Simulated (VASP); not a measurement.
A run of VASP 6.6.1 is set up as follows.

Contents of INCAR:

```
  PREC = Accurate
  ENCUT = 600
  EDIFF = 1E-6
  ISMEAR = 0
  SIGMA = 0.1
  LREAL = False
  LASPH = True
  NELM = 100
  ALGO = Normal
  ISIF = 3
  LWAVE = False
  LCHARG = False
  GGA = PE
  IBRION = 2
  NSW = 90
  EDIFFG = -0.04
```

Contents of KPOINTS:

```
regular mesh
0
Gamma
  6 6 4
```

Contents of POSCAR:

```
CsH6
1.0
    4.9608727600      0.0000000000      0.0000000000
   -2.4804363800      4.2962418400      0.0000000000
    0.0000000000      0.0000000000      4.5530108900
Cs H
1 6
Direct
    0.0000000000      0.0000000000      0.5000000000
    0.3036071400      0.3036071400      0.2662879800
    0.0000000000      0.6963928600      0.2662879800
    0.6963928600      0.0000000000      0.2662879800
    0.0000000000      0.3036071400      0.7337120200
    0.3036071400      0.0000000000      0.7337120200
    0.6963928600      0.6963928600      0.7337120200
```

Potentials or basis: VASP PAW PBE potentials, release 64 (Cs_sv, H).

Command:

```console
$ cat potpaw_PBE.64/Cs_sv/POTCAR potpaw_PBE.64/H/POTCAR > POTCAR
$ mpirun -np 1 vasp_std > vasp.out
```

(1) Estimate the relaxed cell.

(2) Estimate the space group after relaxing (to 0.05 Å).

(3) What does it give for the relaxed volume?

Answers

(1) a = 5.433 Å, b = 5.433 Å, c = 5.436 Å, α = 90.00°, β = 90.00°, γ = 120.00°.

(2) P6/mmm (No. 191).

(3) 19.85 Å³/atom.

Caveat: the volume moved by over 15 % at a fixed basis, so the end points are rough.
